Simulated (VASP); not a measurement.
# GaN (P6_3mc) in VASP: notebook, part 2 of 2

VASP 6.6.1. The steps go on from the part before.

## (4) Single point, PBE (strain -2.0%)

Contents of INCAR:

```
SYSTEM = GaN
PREC = Accurate
ENCUT = 520
EDIFF = 1E-7
ISMEAR = -1
SIGMA = 0.02
LREAL = .False.
LASPH = .True.
NELM = 60
ALGO = Normal
ISIF = 2
LWAVE = .False.
LCHARG = .True.
GGA = PE
LELF = .True.
LVHAR = .True.
NBANDS = 26
```

Contents of KPOINTS:

```
regular mesh
0
Gamma
  12 12 6
  0 0 0
```

Contents of POSCAR:

```
GaN
1.0
    3.1194863886      0.0000000000      0.0000000000
   -1.5597431943      2.7015544593      0.0000000000
    0.0000000000      0.0000000000      5.0799527247
Ga N
2 2
Direct
    0.3333333333      0.6666666667     -0.0008071153
    0.6666666667      0.3333333333      0.4991928847
    0.3333333333      0.6666666667      0.3758071153
    0.6666666667      0.3333333333      0.8758071153
```

Potentials or basis: VASP PAW PBE potentials, release 64 (Ga_d, N).

Started as:

```bash
> cat potpaw_PBE.64/Ga_d/POTCAR potpaw_PBE.64/N/POTCAR > POTCAR
> mpirun -np 1 vasp_std > vasp.out
```

OUTCAR:

```text
SYSTEM = GaN
   PREC = Accurate
   ENCUT = 520
   EDIFF = 1E-7
   ISMEAR = -1
   LREAL = .False.
   LASPH = .True.
   NELM = 60
   ISIF = 2
   GGA = PE

 ion  position               nearest neighbor table
   1  0.333  0.667  0.999-   4 1.91   4 1.91   4 1.91   3 1.91
   2  0.667  0.333  0.499-   3 1.91   3 1.91   3 1.91   4 1.91
   3  0.333  0.667  0.376-   2 1.91   2 1.91   2 1.91   1 1.91
   4  0.667  0.333  0.876-   1 1.91   1 1.91   1 1.91   2 1.91

  LATTYP: Found a hexagonal cell.
 ALAT       =     3.1194863886
 C/A-ratio  =     1.6284580511
[... 896 lines left out ...]
  --------------------------------------------------------------------------------------
  -------------------------------------------------------------------------------------
  Total        5.2841593      5.2841593      5.3369037      0.0000000     -0.0000000      0.0000000
  in kB      197.7561454    197.7561454    199.7300726      0.0000000     -0.0000000      0.0000000
  external PRESSURE =     198.4141211 kB  Pullay stress =       0.0000000 kB

 VOLUME and BASIS-vectors are now :
 -----------------------------------------------------------------------------
  energy-cutoff  :      520.00
  volume of cell :       42.81
      direct lattice vectors                 reciprocal lattice vectors
     3.119486389  0.000000000  0.000000000     0.320565592  0.185078631  0.000000000
    -1.559743194  2.701554459  0.000000000     0.000000000  0.370157261  0.000000000
     0.000000000  0.000000000  5.079952725     0.000000000  0.000000000  0.196852226

 POSITION                                       TOTAL-FORCE (eV/Angst)
 -----------------------------------------------------------------------------------
     -0.00000      1.80104      5.07585         0.000000      0.000000      0.006022
      1.55974      0.90052      2.53588         0.000000     -0.000000      0.006022
     -0.00000      1.80104      1.90908         0.000000     -0.000000     -0.006022
      1.55974      0.90052      4.44906        -0.000000     -0.000000     -0.006022
 -----------------------------------------------------------------------------------
    total drift:                               -0.000000     -0.000001      0.000651

  FREE ENERGIE OF THE ION-ELECTRON SYSTEM (eV)
  ---------------------------------------------------
  free  energy   TOTEN  =       -24.0835710106 eV

  energy  without entropy=      -24.0835710106  energy(sigma->0) =      -24.08357101
```

OSZICAR:

```text
N       E                     dE             d eps       ncg     rms          rms(c)
DAV:   1     0.279310507180E+03    0.27931E+03   -0.17636E+04  4420   0.264E+03
DAV:   2     0.695413838632E+01   -0.27236E+03   -0.25574E+03  4264   0.491E+02
DAV:   3    -0.271921073290E+02   -0.34146E+02   -0.33669E+02  4754   0.143E+02
DAV:   4    -0.283034963237E+02   -0.11114E+01   -0.11064E+01  4616   0.274E+01
DAV:   5    -0.283274133351E+02   -0.23917E-01   -0.23891E-01  4838   0.390E+00    0.113E+01
DAV:   6    -0.239934751299E+02    0.43339E+01   -0.99228E+00  6524   0.518E+01    0.307E+00
DAV:   7    -0.241016528076E+02   -0.10818E+00   -0.16019E+00  4186   0.923E+00    0.279E+00
DAV:   8    -0.240963602501E+02    0.52926E-02   -0.12840E-01  5804   0.563E+00    0.684E-01
DAV:   9    -0.240829760947E+02    0.13384E-01   -0.50945E-02  6408   0.407E+00    0.292E-01
DAV:  10    -0.240836622486E+02   -0.68615E-03   -0.33404E-03  4386   0.519E-01    0.862E-02
DAV:  11    -0.240835628695E+02    0.99379E-04   -0.79172E-04  5860   0.514E-01    0.229E-02
DAV:  12    -0.240835687189E+02   -0.58494E-05   -0.83226E-05  4470   0.890E-02    0.899E-03
DAV:  13    -0.240835708304E+02   -0.21116E-05   -0.14741E-05  5874   0.361E-02    0.572E-03
DAV:  14    -0.240835709501E+02   -0.11966E-06   -0.22409E-06  4158   0.129E-02    0.305E-03
DAV:  15    -0.240835710106E+02   -0.60488E-07   -0.11971E-07  2846   0.383E-03
   1 F= -.24083571E+02 E0= -.24083571E+02  d E =-.294238E-11
```

Run time: 1.8 min. Hardware: 1 thread of Intel Xeon 8259CL, shared host; peak memory 0.2 GiB.

Results:

- Free energy: -24.0836 eV
- Pressure: 19.8 GPa
- Largest force: 0.006 eV/Å
- Band gap on the k mesh: 2.35 eV

Forces on the atoms (eV/Å):
```
Ga   0.000  0.000  0.006
Ga   0.000  0.000  0.006
N    0.000  0.000 -0.006
N    0.000  0.000 -0.006
```

Stress tensor (GPa, compression positive):
```
19.78  0.00  0.00
 0.00 19.78  0.00
 0.00  0.00 19.97
```

Caveat: the cell differs from its parent crystal (strain -2.0%); the cell stands under pressure.

## (5) Single point, PBE (strain -1.0%)

Contents of INCAR:

```
ALGO     = Normal         # electronic algorithm
EDIFF    = 1E-6           # SCF threshold, eV
ENCUT    = 520            # plane-wave cutoff, eV
GGA      = PE             # functional
ISIF     = 2              # what is computed and relaxed
ISMEAR   = -1             # smearing method
LASPH    = T              # aspherical terms in the spheres
LCHARG   = F              # write CHGCAR
LREAL    = F              # projectors in reciprocal space
LWAVE    = F              # write WAVECAR
NBANDS   = 26             # bands
NELM     = 60             # most SCF steps
PREC     = Accurate       # precision mode
SIGMA    = 0.02           # smearing width, eV
```

Contents of KPOINTS:

```
k-points
0
Gamma
  12 12 6
```

Contents of POSCAR:

```
GaN
1.0
    3.1513178824      0.0000000000      0.0000000000
   -1.5756589412      2.7291213415      0.0000000000
    0.0000000000      0.0000000000      5.1317889770
Ga N
2 2
Direct
    0.3333333333      0.6666666667     -0.0008744116
    0.6666666667      0.3333333333      0.4991255884
    0.3333333333      0.6666666667      0.3758744116
    0.6666666667      0.3333333333      0.8758744116
```

Started as:

```bash
> cat potpaw_PBE.64/Ga_d/POTCAR potpaw_PBE.64/N/POTCAR > POTCAR
> mpirun -np 1 vasp_std > vasp.out
```

Run time: 1.9 min. Hardware: 1 thread of Intel Xeon 8259CL, shared host; peak memory 0.21 GiB.

The run converged. Its results:

```
Free energy            : -24.2177 eV
Pressure               : 12.6 GPa
Largest force          : 0.009 eV/Å
Band gap on the k mesh : 2.14 eV
```

Forces in eV/Å, atoms in the order of the input:
```
Ga   0.000  0.000  0.009
Ga   0.000  0.000  0.009
N    0.000  0.000 -0.009
N    0.000  0.000 -0.009
```

Stress tensor (GPa, compression positive):
```
12.60  0.00  0.00
 0.00 12.60  0.00
 0.00  0.00 12.71
```

Levels at points of the mesh, in eV from the valence-band top:
```csv
k point,band 16,band 17,band 18,band 19,band 20,band 21
"(0.00, 0.00, 0.00)",-0.04,0.00,0.00,2.14,4.48,9.40
"(0.50, 0.00, 0.00)",-2.86,-2.30,-1.04,5.16,5.76,6.15
"(0.00, 0.00, 0.50)",-0.55,-0.55,-0.55,4.47,4.47,8.65
"(0.50, 0.00, 0.50)",-2.03,-1.96,-1.96,4.52,4.52,7.98
```

Caveat: the cell differs from its parent crystal (strain -1.0%); the cell stands under pressure.

## (6) Single point, PBE (strain +2.0%)

Contents of INCAR:

```
PREC     = Accurate       # precision mode
ENCUT    = 520            # plane-wave cutoff, eV
EDIFF    = 1E-6           # SCF threshold, eV
ISMEAR   = -1             # smearing method
SIGMA    = 0.02           # smearing width, eV
LREAL    = F              # projectors in reciprocal space
LASPH    = T              # aspherical terms in the spheres
NELM     = 60             # most SCF steps
ALGO     = Normal         # electronic algorithm
ISIF     = 2              # what is computed and relaxed
LWAVE    = F              # write WAVECAR
LCHARG   = F              # write CHGCAR
GGA      = PE             # functional
NBANDS   = 26             # bands
```

Contents of KPOINTS:

```
Automatic mesh
0
Gamma
  12 12 6
```

Contents of POSCAR:

```
GaN
1.0
    3.2468123637      0.0000000000      0.0000000000
   -1.6234061818      2.8118219883      0.0000000000
    0.0000000000      0.0000000000      5.2872977339
Ga N
2 2
Direct
    0.3333333333      0.6666666667     -0.0009714342
    0.6666666667      0.3333333333      0.4990285658
    0.3333333333      0.6666666667      0.3759714342
    0.6666666667      0.3333333333      0.8759714342
```

Potentials or basis: VASP PAW PBE potentials, release 64 (Ga_d, N).

Started as:

```bash
> cat potpaw_PBE.64/Ga_d/POTCAR potpaw_PBE.64/N/POTCAR > POTCAR
> mpirun -np 1 vasp_std > vasp.out
```

OUTCAR:

```text
PREC = Accurate
   ENCUT = 520
   EDIFF = 1E-6
   ISMEAR = -1
   LREAL = F
   LASPH = T
   NELM = 60
   ISIF = 2
   GGA = PE

 ion  position               nearest neighbor table
   1  0.333  0.667  0.999-   4 1.98   4 1.98   4 1.98   3 1.99
   2  0.667  0.333  0.499-   3 1.98   3 1.98   3 1.98   4 1.99
   3  0.333  0.667  0.376-   2 1.98   2 1.98   2 1.98   1 1.99
   4  0.667  0.333  0.876-   1 1.98   1 1.98   1 1.98   2 1.99

  LATTYP: Found a hexagonal cell.
 ALAT       =     3.2468123637
 C/A-ratio  =     1.6284580510

  Lattice vectors:

 A1 = (   3.2468123637,   0.0000000000,   0.0000000000)
 A2 = (  -1.6234061818,   2.8118219883,   0.0000000000)
 A3 = (   0.0000000000,   0.0000000000,   5.2872977339)

Analysis of symmetry for initial positions (statically):
=====================================================================
 Subroutine PRICEL returns:
 Original cell was already a primitive cell.

 Routine SETGRP: Setting up the symmetry group for a
 hexagonal supercell.

 Subroutine GETGRP returns: Found 12 space group operations
 (whereof  6 operations were pure point group operations)
 out of a pool of 24 trial point group operations.

The static configuration has the point symmetry C_3v.
 The point group associated with its full space group is C_6v.

Analysis of symmetry for dynamics (positions and initial velocities):
=====================================================================
 Subroutine PRICEL returns:
 Original cell was already a primitive cell.

 Routine SETGRP: Setting up the symmetry group for a
 hexagonal supercell.

 Subroutine GETGRP returns: Found 12 space group operations
 (whereof  6 operations were pure point group operations)
 out of a pool of 24 trial point group operations.

[... 118 lines left out ...]
   EMIN   =  10.00;   EMAX   =-10.00  energy-range for DOS
   EFERMI =   0.00;   METHOD = LEGACY
   ISMEAR =    -1;   SIGMA  =   0.02  broadening in eV -4-tet -1-fermi 0-gaus
   EFERMI_NEDOS =   21; number of points for ismear=-14 and -15
   IALGO  =     38    algorithm
   IMIX   =      4    mixing-type and parameters
     AMIX     =   0.40;   BMIX     =  1.00
     AMIX_MAG =   1.60;   BMIX_MAG =  1.00
  volume/ion in A,a.u.               =      12.07        81.44
  Fermi-wavevector in a.u.,A,eV,Ry     =   1.484623  2.805530 29.988660  2.204104
  Thomas-Fermi vector in A             =   2.598136
   LORBIT       =      0    0 simple, 1 ext, 2 COOP (PROOUT), +10 PAW based schemes
   GGA     = PE    functional components
   LHFCALC =     F    Hartree Fock is set to
   AEXX    =    0.0000 exact exchange contribution
   IVDW    =     0    specifies the selected vdW correction
   LEPSILON=     F    determine dielectric tensor
   LRPA    =     F    only Hartree local field effects (RPA)
 non-spin polarized calculation
  energy-cutoff  :      520.00
  volume of cell :       48.27
 maximum number of plane-waves:      1320
   NGX = 13   NGY = 13   NGZ = 19

 number of electron      35.9999980 magnetization

 Free energy of the ion-electron system (eV)
  ---------------------------------------------------
  ext. energy  EPLUGINS =         0.00000000
  ---------------------------------------------------
  free energy    TOTEN  =       -24.31272571 eV

  energy without entropy =      -24.31272571  energy(sigma->0) =      -24.31272571

 E-fermi :   5.1395     XC(G=0): -11.3781

 val. band max:        4.7376984430   @ k =   0.0000   0.0000   0.0000
 cond. band min:       6.2819323719   @ k =   0.0000   0.0000   0.0000
 fundamental gap:      1.5442339289
 Fermi energy:         5.1395305637

 k-point     1 :       0.0000    0.0000    0.0000
  band No.  band energies     occupation
      1     -10.7851      2.00000
      2     -10.0500      2.00000
      3      -8.6703      2.00000
      4      -8.6570      2.00000
      5      -8.6570      2.00000
      6      -8.6058      2.00000
[... 685 lines left out ...]
     25      15.7379      0.00000
     26      17.3807      0.00000

 [... further k-points ...]

------------------------ aborting loop because EDIFF is reached ----------------------------------------

  FORCE on cell =-STRESS in cart. coord.  units (eV):
  Direction    XX          YY          ZZ          XY          YZ          ZX
  --------------------------------------------------------------------------------------
  -------------------------------------------------------------------------------------
  Total       -1.2266783     -1.2266783     -1.1915377     -0.0000000      0.0000000      0.0000000
  in kB      -40.7157556    -40.7157556    -39.5493709     -0.0000000      0.0000000      0.0000000
  external PRESSURE =     -40.3269607 kB  Pullay stress =       0.0000000 kB

 VOLUME and BASIS-vectors are now :
 -----------------------------------------------------------------------------
  energy-cutoff  :      520.00
  volume of cell :       48.27
      direct lattice vectors                 reciprocal lattice vectors
     3.246812364  0.000000000  0.000000000     0.307994392  0.177820645  0.000000000
    -1.623406182  2.811821988  0.000000000     0.000000000  0.355641290  0.000000000
     0.000000000  0.000000000  5.287297734     0.000000000  0.000000000  0.189132531

 POSITION                                       TOTAL-FORCE (eV/Angst)
 -----------------------------------------------------------------------------------
     -0.00000      1.87455      5.28216        -0.000000      0.000000      0.003853
      1.62341      0.93727      2.63851         0.000000      0.000000      0.003853
     -0.00000      1.87455      1.98787        -0.000000      0.000000     -0.003853
      1.62341      0.93727      4.63152         0.000000     -0.000000     -0.003853
 -----------------------------------------------------------------------------------
    total drift:                               -0.000001     -0.000001     -0.000763

  FREE ENERGIE OF THE ION-ELECTRON SYSTEM (eV)
  ---------------------------------------------------
  free  energy   TOTEN  =       -24.3127257055 eV

  energy  without entropy=      -24.3127257055  energy(sigma->0) =      -24.31272571
```

stdout:

```text
POSCAR found type information on POSCAR GaN
 POSCAR found :  2 types and       4 ions
 scaLAPACK will be used
 LDA part: xc-table for (Slater+PW92), standard interpolation
 POSCAR, INCAR and KPOINTS ok, starting setup
 FFT: planning ... GRIDC
 FFT: planning ... GRID_SOFT
 FFT: planning ... GRID
 WAVECAR not read
 entering main loop
```

Run time: 1.7 min. Hardware: 1 thread of Intel Xeon 8259CL, shared host; peak memory 0.21 GiB.

Results:

```
Free energy            : -24.3127 eV
Pressure               : -4.0 GPa
Largest force          : 0.004 eV/Å
Band gap on the k mesh : 1.54 eV
```

Forces in eV/Å, atoms in the order of the input:
```
Ga   0.000  0.000  0.004
Ga   0.000  0.000  0.004
N    0.000  0.000 -0.004
N    0.000  0.000 -0.004
```

Stress tensor (GPa, compression positive):
```
-4.07  0.00  0.00
 0.00 -4.07  0.00
 0.00  0.00 -3.95
```

Levels at points of the mesh, in eV from the valence-band top:
```csv
k point,band 15,band 16,band 17,band 18,band 19,band 20,band 21,band 22
"(0.00, 0.00, 0.00)",-0.97,-0.03,0.00,0.00,1.54,3.89,8.88,9.58
"(0.50, 0.00, 0.00)",-3.95,-2.55,-2.04,-0.93,4.90,5.21,5.93,8.14
"(0.00, 0.00, 0.50)",-0.50,-0.50,-0.50,-0.50,3.90,3.90,8.18,8.18
"(0.50, 0.00, 0.50)",-1.81,-1.81,-1.77,-1.77,4.23,4.23,7.41,7.41
```

Caveat: the cell differs from its parent crystal (strain +2.0%); the cell stands under tension.

## (7) Summary

```csv
level,cell,smearing,gap on the mesh (eV),pressure (GPa),largest force (eV/Å)
r2SCAN,"a = 3.310, b = 3.310, c = 5.391 Å, angles 90.0, 90.0, 120.0°, 4 atoms, atomic positions A",gaussian 0.01 eV,1.53,-17.3,-
PBE,"a = 3.088, b = 3.088, c = 5.028 Å, angles 90.0, 90.0, 120.0°, 4 atoms, atomic positions B",fermi-dirac 0.02 eV,2.56,28.2,0.01
PBE,"a = 3.119, b = 3.119, c = 5.080 Å, angles 90.0, 90.0, 120.0°, 4 atoms, atomic positions B",fermi-dirac 0.02 eV,2.35,19.8,0.01
PBE,"a = 3.151, b = 3.151, c = 5.132 Å, angles 90.0, 90.0, 120.0°, 4 atoms, atomic positions C",fermi-dirac 0.02 eV,2.14,12.6,0.01
PBE,"a = 3.247, b = 3.247, c = 5.287 Å, angles 90.0, 90.0, 120.0°, 4 atoms, atomic positions D",fermi-dirac 0.02 eV,1.54,-4.0,-
```

Alike in all rows: task single point; potentials or basis VASP PAW PBE potentials, release 64 (Ga_d, N); no spin polarisation; k mesh 12 × 12 × 6; cutoff (eV) 520.

Caveats: the cell stands under pressure (at least some runs); the cell stands under tension (at least some runs); the PAW data sets were made with another functional, which shifts forces and pressure a little (at least some runs).

Absolute energies hang on the potentials; compare differences alone.
